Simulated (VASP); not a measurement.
**K: single point with r2SCAN**

K:

```
K
1.0
    -2.66995    2.66995    2.66995
     2.66995   -2.66995    2.66995
     2.66995    2.66995   -2.66995
K
1
Direct
  0.00000 0.00000 0.00000
```

```
Program                : VASP 6.6.1
Task                   : single point
Functional             : r2SCAN
Potentials or basis    : VASP PAW PBE potentials, release 64 (K_sv)
Cutoff                 : 520 eV
k mesh                 : 8 × 8 × 8
Occupations            : methfessel-paxton, width 0.1 eV
Spin                   : no spin polarisation
Dipole correction      : no
Further INCAR settings : ALGO = Normal; EDIFF = 1e-06; NBANDS = 10
```

| Property | Result |
| --- | --- |
| Pressure | 0.0 GPa |
| Band gap on the k mesh | zero (an odd number of electrons rules out a gap without spin polarisation) |

Levels at points of the mesh, in eV from the Fermi level:
```
           k point  band 1  band 2  band 3  band 4  band 5  band 6  band 7  band 8  band 9
(0.00, 0.00, 0.00)  -33.74  -16.41  -16.41  -16.41   -2.31    4.66    4.66    4.66    5.60
(0.50, 0.00, 0.00)  -33.73  -16.47  -16.43  -16.41    0.51    0.56    3.42    5.30    6.16
(0.50, 0.50, 0.50)  -33.73  -16.45  -16.45  -16.45    1.74    1.74    3.62    3.62    3.62
```

Wall time 110 s on 1 thread of Intel Xeon 8259CL (shared host), peak memory 0.21 GiB.

Caveat: the PAW data sets were made with another functional, which shifts forces and pressure a little.
